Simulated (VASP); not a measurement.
# Al (a cell with a defect) in VASP: a series of runs, part 2 of 2

VASP 6.6.1. Earlier steps stand in the parts before.

### Step 3. Relaxation of the atoms, PBE

INCAR

```
SYSTEM = Al
PREC = Accurate ; ENCUT = 450
EDIFF = 1E-7 ; ISMEAR = -1
SIGMA = 0.15 ; LREAL = .False.
LASPH = .True. ; NELM = 120
ALGO = Normal ; ISIF = 2
LWAVE = .False. ; LCHARG = .False.
GGA = PE ; IBRION = 2
NSW = 45 ; EDIFFG = -0.03
GGA_COMPAT = .False. ; NELMIN = 4
```

KPOINTS

```
regular mesh
0
Gamma
  2 3 3
  0 0 0
```

POSCAR

```
Al
1.0
    0.0000000000      6.0744300000      6.0744300000
    4.0496200000      0.0000000000      4.0496200000
    4.0496200000      4.0496200000      0.0000000000
Al
11
Direct
    0.0000000000      0.0000000000      0.5000000000
    0.0000000000      0.5000000000      0.0000000000
    0.0000000000      0.5000000000      0.5000000000
    0.3333333333      0.0000000000      0.0000000000
    0.3333333333      0.0000000000      0.5000000000
    0.3333333333      0.5000000000      0.0000000000
    0.3333333333      0.5000000000      0.5000000000
    0.6666666667      0.0000000000      0.0000000000
    0.6666666667      0.0000000000      0.5000000000
    0.6666666667      0.5000000000      0.0000000000
    0.6666666667      0.5000000000      0.5000000000
```

Potentials or basis: VASP PAW PBE potentials, release 64 (Al).

Launch:

```
$ cat potpaw_PBE.64/Al/POTCAR > POTCAR
$ mpirun -np 1 vasp_std > vasp.out
```

OUTCAR:

```text
SYSTEM = Al
   PREC = Accurate
   ENCUT = 450
   EDIFF = 1E-7
   ISMEAR = -1
   LREAL = .False.
   LASPH = .True.
   NELM = 120
   ISIF = 2
   GGA = PE
   IBRION = 2
   NSW = 45
   EDIFFG = -0.03
   NELMIN = 4

 ion  position               nearest neighbor table
   1  0.000  0.000  0.500-   5 2.86   9 2.86   8 2.86  11 2.86   4 2.86   7 2.86   3 2.86   2 2.86
                             3 2.86   2 2.86
   2  0.000  0.500  0.000-   6 2.86  10 2.86   8 2.86  11 2.86   7 2.86   4 2.86   3 2.86   3 2.86
                             1 2.86   1 2.86
   3  0.000  0.500  0.500-   7 2.86  11 2.86  10 2.86   9 2.86   6 2.86   5 2.86   2 2.86   1 2.86
                             1 2.86   2 2.86
   4  0.333  0.000  0.000-   1 2.86   2 2.86   5 2.86   6 2.86   5 2.86   7 2.86   6 2.86   7 2.86
                             9 2.86  10 2.86   8 2.86
   5  0.333  0.000  0.500-   1 2.86   3 2.86   4 2.86   7 2.86   4 2.86   6 2.86   6 2.86   7 2.86
                             8 2.86  11 2.86   9 2.86
   6  0.333  0.500  0.000-   2 2.86   3 2.86   4 2.86   7 2.86   5 2.86   7 2.86   4 2.86   5 2.86
                            11 2.86   8 2.86  10 2.86
   7  0.333  0.500  0.500-   3 2.86   2 2.86   1 2.86   5 2.86   6 2.86   4 2.86   6 2.86   4 2.86
                             5 2.86  10 2.86   9 2.86  11 2.86
   8  0.667  0.000  0.000-   1 2.86   2 2.86   9 2.86   9 2.86  11 2.86  10 2.86  10 2.86  11 2.86
                             5 2.86   6 2.86   4 2.86
   9  0.667  0.000  0.500-   1 2.86   3 2.86  11 2.86   8 2.86  10 2.86   8 2.86  10 2.86  11 2.86
                             7 2.86   4 2.86   5 2.86
  10  0.667  0.500  0.000-   2 2.86   3 2.86  11 2.86   8 2.86   9 2.86  11 2.86   8 2.86   9 2.86
                             7 2.86   4 2.86   6 2.86
  11  0.667  0.500  0.500-   3 2.86   2 2.86   1 2.86   9 2.86   8 2.86  10 2.86  10 2.86   8 2.86
                             9 2.86   5 2.86   6 2.86   7 2.86

  LATTYP: Found a face centered orthorhombic cell.
 ALAT       =     5.7270275265
 B/A-ratio  =     1.7320508076
 C/A-ratio  =     2.4494897428

  Lattice vectors:

 A1 = (   0.0000000000,   6.0744300000,   6.0744300000)
 A2 = (  -4.0496200000,   2.0248100000,   6.0744300000)
 A3 = (   4.0496200000,  -0.0000000000,   4.0496200000)

Analysis of symmetry for initial positions (statically):
=====================================================================
 Subroutine PRICEL returns:
 Original cell was already a primitive cell.

 Routine SETGRP: Setting up the symmetry group for a
 face centered orthorhombic supercell.

 Subroutine GETGRP returns: Found  4 space group operations
 (whereof  4 operations were pure point group operations)
 out of a pool of  8 trial point group operations.

The static configuration has the point symmetry C_2h.

Analysis of symmetry for dynamics (positions and initial velocities):
=====================================================================
 Subroutine PRICEL returns:
 Original cell was already a primitive cell.

 Routine SETGRP: Setting up the symmetry group for a
 face centered orthorhombic supercell.

 Subroutine GETGRP returns: Found  4 space group operations
 (whereof  4 operations were pure point group operations)
 out of a pool of  8 trial point group operations.

The dynamic configuration has the point symmetry C_2h.

 Subroutine INISYM returns: Found  4 space group operations
 (whereof  4 operations are pure point group operations),
 and found     1 'primitive' translations

----------------------------------------------------------------------------------------

                                     Primitive cell

[... 56 lines left out ...]
     0.000000000  0.000000000  0.000000000

 WARNING: IBZKPT: internal override: KBLOWUP is changed to .FALSE.
      ... skipping the blow-up phase ...

 Subroutine IBZKPT returns following result:
 ===========================================

 Found      8 irreducible k-points:

 Following reciprocal coordinates:
            Coordinates               Weight
  0.000000  0.000000  0.000000      1.000000
  0.500000  0.000000  0.000000      1.000000
  0.000000  0.333333  0.000000      4.000000
  0.500000  0.333333  0.000000      4.000000
  0.000000  0.333333  0.333333      2.000000
  0.500000  0.333333  0.333333      2.000000
  0.000000 -0.333333  0.333333      2.000000
  0.500000 -0.333333  0.333333      2.000000
   k-points           NKPTS =      8   k-points in BZ     NKDIM =      8   number of bands    NBANDS=     22
   number of dos      NEDOS =    301   number of ions     NIONS =     11
   total plane-waves  NPLWV =  96000
   dimension x,y,z NGX =    60 NGY =   40 NGZ =   40
   dimension x,y,z NGXF=   120 NGYF=   80 NGZF=   80
   ions per type =              11
   NGX,Y,Z   is equivalent  to a cutoff of  11.61, 11.61, 11.61 a.u.
   NGXF,Y,Z  is equivalent  to a cutoff of  23.22, 23.22, 23.22 a.u.
 SYSTEM =  Al
   PREC   = accura    normal or accurate (medium, high low for compatibility)
   ISTART =      0    job   : 0-new  1-cont  2-samecut
   ICHARG =      2    charge: 1-file 2-atom 10-const
   ISPIN  =      1    spin polarized calculation?
   LNONCOLLINEAR =      F non collinear calculations
   LSORBIT =      F    spin-orbit coupling
   LASPH  =      T    aspherical Exc in radial PAW
   ENCUT  =  450.0 eV  33.07 Ry    5.75 a.u.  14.86  9.91  9.91*2*pi/ulx,y,z
   NELM   =    120;   NELMIN=  4; NELMDL= -5     # of ELM steps
   EDIFF  = 0.1E-06   stopping-criterion for ELM
   LREAL  =      F    real-space projection
   EDIFFG = -.3E-01   stopping-criterion for IOM
   NSW    =     45    number of steps for IOM
   IBRION =      2    ionic relax: 0-MD 1-quasi-New 2-CG
   NFREE  =      1    steps in history (QN), initial steepest desc. (CG)
   ISIF   =      2    stress and relaxation
   ISYM   =      2    0-nonsym 1-usesym 2-fastsym
   POTIM  = 0.5000    time-step for ionic-motion
   TEBEG  =    0.0;   TEEND  =   0.0 temperature during run
   PSTRESS=    0.0 pullay stress
   NELECT =      33.0000    total number of electrons
   NUPDOWN=      -1.0000    fix difference up-down
   EMIN   =  10.00;   EMAX   =-10.00  energy-range for DOS
   EFERMI =   0.00;   METHOD = LEGACY
   ISMEAR =    -1;   SIGMA  =   0.15  broadening in eV -4-tet -1-fermi 0-gaus
   EFERMI_NEDOS =   21; number of points for ismear=-14 and -15
   IALGO  =     38    algorithm
   IMIX   =      4    mixing-type and parameters
     AMIX     =   0.40;   BMIX     =  1.00
     AMIX_MAG =   1.60;   BMIX_MAG =  1.00
  volume/ion in A,a.u.               =      18.11       122.23
  Fermi-wavevector in a.u.,A,eV,Ry     =   0.899066  1.698988 10.997851  0.808319
  Thomas-Fermi vector in A             =   2.021853
   LORBIT       =      0    0 simple, 1 ext, 2 COOP (PROOUT), +10 PAW based schemes
   GGA     = PE    functional components
   LHFCALC =     F    Hartree Fock is set to
   AEXX    =    0.0000 exact exchange contribution
   IVDW    =     0    specifies the selected vdW correction
   LEPSILON=     F    determine dielectric tensor
   LRPA    =     F    only Hartree local field effects (RPA)
 conjugate gradient relaxation of ions
 non-spin polarized calculation
  energy-cutoff  :      450.00
  volume of cell :      199.23
 maximum number of plane-waves:      4360
 NGX is ok and might be reduce to    60
   NGX = 29   NGY = 19   NGZ = 19

--------------------------------------- Ionic step        1  -------------------------------------------

 number of electron      33.0000001 magnetization

 Free energy of the ion-electron system (eV)
  ---------------------------------------------------
  ext. energy  EPLUGINS =         0.00000000
  ---------------------------------------------------
  free energy    TOTEN  =       -41.13139262 eV

  energy without entropy =      -40.78279324  energy(sigma->0) =      -40.95709293

------------------------ aborting loop because EDIFF is reached ----------------------------------------

  FORCE on cell =-STRESS in cart. coord.  units (eV):
  Direction    XX          YY          ZZ          XY          YZ          ZX
  --------------------------------------------------------------------------------------
  -------------------------------------------------------------------------------------
  Total       -2.8674128     -2.2732098     -2.2732098      0.2136395     -0.1204616      0.2136395
  in kB      -23.0588012    -18.2804138    -18.2804138      1.7180190     -0.9687134      1.7180190
  external PRESSURE =     -19.8732096 kB  Pullay stress =       0.0000000 kB
[... 257 lines left out ...]
--------------------------------------- Ionic step        7  -------------------------------------------

 number of electron      33.0000000 magnetization

 Free energy of the ion-electron system (eV)
  ---------------------------------------------------
  ext. energy  EPLUGINS =         0.00000000
  ---------------------------------------------------
  free energy    TOTEN  =       -41.18784133 eV

  energy without entropy =      -40.83555205  energy(sigma->0) =      -41.01169669

 E-fermi :   6.8006     XC(G=0):  -9.7917

 val. band max:        6.7460540541   @ k =   0.5000   0.3333   0.3333
 cond. band min:       6.8096321256   @ k =   0.0000   0.3333   0.3333
 fundamental gap:      0.0635780715
 Fermi energy:         6.8006111635

 k-point     1 :       0.0000    0.0000    0.0000
  band No.  band energies     occupation
      1      -3.6774      2.00000
      2      -0.8689      2.00000
      3      -0.4703      2.00000
      4       2.0845      2.00000
      5       2.1081      2.00000
      6       2.5559      2.00000
[... 227 lines left out ...]
  FREE ENERGIE OF THE ION-ELECTRON SYSTEM (eV)
  ---------------------------------------------------
  free  energy   TOTEN  =       -41.1878413289 eV

  energy  without entropy=      -40.8355520492  energy(sigma->0) =      -41.01169669

 reached required accuracy - stopping structural energy minimisation
```

Run time: 1.8 min. Hardware: 1 thread of Intel Xeon Platinum 8488C (Sapphire Rapids), shared host; peak memory 0.28 GiB.

What came out:

| Item | Value |
| --- | --- |
| Free energy | -41.1878 eV |
| Energy gained by relaxing | 5.1 meV/atom |
| Ionic steps | 7 |
| Pressure after relaxing | -2.2 GPa |
| Largest force after relaxing | 0.017 eV/Å |
| Band gap on the k mesh | zero (an odd number of electrons rules out a gap without spin polarisation) |

Forces in eV/Å, atoms in the order of the input:
```
Al   0.000  0.000  0.000
Al   0.000  0.000  0.000
Al   0.000  0.000  0.000
Al  -0.005  0.012  0.012
Al   0.006  0.010  0.000
Al   0.006  0.000  0.010
Al   0.002 -0.008 -0.008
Al   0.005 -0.012 -0.012
Al  -0.006 -0.010  0.000
Al  -0.006  0.000 -0.010
Al  -0.002  0.008  0.008
```

Stress tensor (GPa, compression positive):
```
-2.59  0.42  0.42
 0.42 -1.98 -0.11
 0.42 -0.11 -1.98
```

The path:
```csv
step,energy change (eV),largest force (eV/Å),pressure (GPa)
1,0.0000,0.3478,-1.99
2,-0.0254,0.2550,-2.07
3,-0.0504,0.0860,-2.17
4,-0.0504,0.0921,-2.17
5,-0.0529,0.0681,-2.18
6,-0.0557,0.0380,-2.19
7,-0.0564,0.0175,-2.18
```

Final structure:
```
Al
1.0
     0.00000    6.07443    6.07443
     4.04962    0.00000    4.04962
     4.04962    4.04962    0.00000
Al
11
Direct
  0.00000 0.00000 0.50000
  0.00000 0.50000 0.00000
  0.00000 0.50000 0.50000
  0.33233 0.99815 0.99815
  0.32308 0.00385 0.51003
  0.32308 0.51003 0.00385
  0.33424 0.49908 0.49908
  0.66767 0.00185 0.00185
  0.67692 0.99615 0.48997
  0.67692 0.48997 0.99615
  0.66576 0.50092 0.50092
```

Levels at points of the mesh, in eV from the Fermi level:
```
           k point  band 13  band 14  band 15  band 16  band 17  band 18  band 19  band 20  band 21  band 22
(0.00, 0.00, 0.00)    -2.76    -2.22    -1.59    -1.35    -0.41     0.91     1.12     1.42     1.53     1.77
(0.50, 0.00, 0.00)    -2.43    -1.99    -1.76    -1.65    -1.49    -1.10    -1.02     0.38     1.70     1.95
```

Caveat: the k points lie up to 0.45 Å⁻¹ apart, too coarse for converged energies and pressures of a metal.
